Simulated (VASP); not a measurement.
# TiSi: single point with PBEsol

Crystal: TiSi.

```
Ti Si
1.0
     1.78894   -2.08586    0.00000
     1.78894    2.08586    0.00000
     0.00000    0.00000    3.80393
Ti Si
1 1
Direct
  0.50000 0.50000 0.00000
  0.00000 0.00000 0.50000
```

This cell differs from its parent crystal: strain -0.015 along x and y, +0.000 along z.

```
Program             : VASP 6.6.1
Task                : single point
Functional          : PBEsol
Potentials or basis : VASP PAW PBE potentials, release 64 (Ti_sv, Si)
Cutoff              : 520 eV
k mesh              : 18 × 18 × 12
Occupations         : gaussian, width 0.15 eV
Spin                : no spin polarisation
```

- Pressure: -0.4 GPa
- Band gap on the k mesh: zero (bands 8 and 9 overlap by 1.72 eV)

Stress tensor (GPa, compression positive):
```
 0.43  0.00  0.00
 0.00 -1.00  0.00
 0.00  0.00 -0.71
```

Levels at points of the mesh, in eV from the Fermi level:
| k point | band 6 | band 7 | band 8 | band 9 | band 10 | band 11 |
| --- | --- | --- | --- | --- | --- | --- |
| (0.00, 0.00, 0.00) | -2.54 | -1.81 | -1.17 | 1.75 | 2.43 | 3.06 |
| (0.50, 0.00, 0.00) | -6.48 | -3.01 | -0.88 | 1.76 | 2.44 | 4.45 |
| (0.50, 0.50, 0.00) | -3.80 | -1.47 | -1.35 | -0.98 | -0.36 | 3.00 |
| (0.00, 0.00, 0.50) | -6.61 | -0.88 | 0.46 | 0.74 | 1.80 | 3.14 |
| (0.50, 0.00, 0.50) | -4.95 | -2.57 | -1.77 | 1.35 | 1.91 | 1.96 |
| (0.50, 0.50, 0.50) | -3.92 | -3.41 | -2.94 | 2.17 | 2.63 | 2.70 |

Run time: 2.4 min on 1 thread of Intel(R) Xeon(R) Platinum 8259CL CPU @ 2.50GHz (Skylake/Cascade Lake) (shared host), peak memory 0.36 GiB.

Caveat: the cell differs from its parent crystal (strain -0.015 along x and y, +0.000 along z); the PAW data sets were made with another functional, which shifts forces and pressure a little.
